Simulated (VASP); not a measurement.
MnO2, 6 atoms in the cell. The structure is tetragonal, space group P4_2/mnm (No. 136). Conventional cell: a = 4.398 Å, b = 4.398 Å, c = 2.873 Å, α = 90.00°, β = 90.00°, γ = 90.00°. Mn (site symmetry mmm) has 6 O at 1.88 to 1.90 Å within 2.5 Å. Within 2.5 Å of O (site symmetry m2m) lie 3 Mn at 1.88 to 1.90 Å and 1 O at 2.42 Å. 

- Program: VASP 6.6.1
- Task: single point
- Functional: PBE
- Potentials or basis: VASP PAW PBE potentials, release 64 (Mn_pv, O)
- Cutoff: 520 eV
- k mesh: 5 × 5 × 7
- Occupations: fermi-dirac, width 0.02 eV
- Spin: no spin polarisation
- Dipole correction: no
- Further INCAR settings: ALGO = Normal; EDIFF = 1e-06; NBANDS = 34

Potentials or basis: VASP PAW PBE potentials, release 64 (Mn_pv, O).

Run with:

```sh
$ cat potpaw_PBE.64/Mn_pv/POTCAR potpaw_PBE.64/O/POTCAR > POTCAR
$ mpirun -np 1 vasp_std > vasp.out
```

Hardware: 1 thread of Intel Xeon 6975P-C, on a shared host.

How long does it take, and how much memory?

It took 36 s on 1 thread of Intel Xeon 6975P-C (shared host), peak memory 0.19 GiB. Counts: scf iterations 16, k points 24.
